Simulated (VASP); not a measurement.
Wanted: the native input for a VASP 6.6.1 run.

```yaml
Task: single point
Functional: PBE
Potentials_or_basis: VASP PAW PBE potentials, release 64 (Tl_d, Br)
Cutoff: 520 eV
k_mesh: 8 × 8 × 8
Occupations: gaussian, width 0.1 eV
Spin: no spin polarisation
Dipole_correction: no
Further_INCAR_settings: ALGO = Normal; EDIFF = 1e-06; NBANDS = 38
```

The structure of Tl4Br lies in POSCAR:

```
Tl4Br
1.0
   -3.6944467266      3.6944467266      3.6944467266
    3.6944467266     -3.6944467266      3.6944467266
    3.6944467266      3.6944467266     -3.6944467266
Tl Br
4 1
Direct
    0.5000000000      0.5000000000      0.5000000000
    0.0000000000      0.0000000000      0.5000000000
    0.0000000000      0.5000000000      0.0000000000
    0.5000000000      0.0000000000      0.0000000000
    0.0000000000      0.0000000000      0.0000000000
```

The cell was generated, and may not be a known phase.

The input as run:

INCAR

```
PREC = Accurate
ENCUT = 520
EDIFF = 1E-6
ISMEAR = 0
SIGMA = 0.1
LREAL = False
LASPH = True
NELM = 80
ALGO = Normal
ISIF = 2
LWAVE = False
LCHARG = True
GGA = PE
LELF = True
LVHAR = True
NBANDS = 38
```

KPOINTS

```
Automatic mesh
0
Gamma
  8 8 8
```

Potentials or basis: VASP PAW PBE potentials, release 64 (Tl_d, Br).

Run with:

```sh
$ cat potpaw_PBE.64/Tl_d/POTCAR potpaw_PBE.64/Br/POTCAR > POTCAR
$ mpirun -np 1 vasp_std > vasp.out
```

It gave:

```yaml
Pressure: 0.0 GPa
Band_gap_on_the_k_mesh: zero (an odd number of electrons rules out a gap without spin polarisation)
```

Caveat: spin-orbit coupling is left out, which moves the levels of the heavy elements; an odd number of electrons without spin polarisation forces a metal; a magnetic or distorted state may lie lower.

It took 80 s on 1 thread of Intel(R) Xeon(R) 6975P-C (Granite Rapids), with other jobs on the host, peak memory 0.43 GiB.
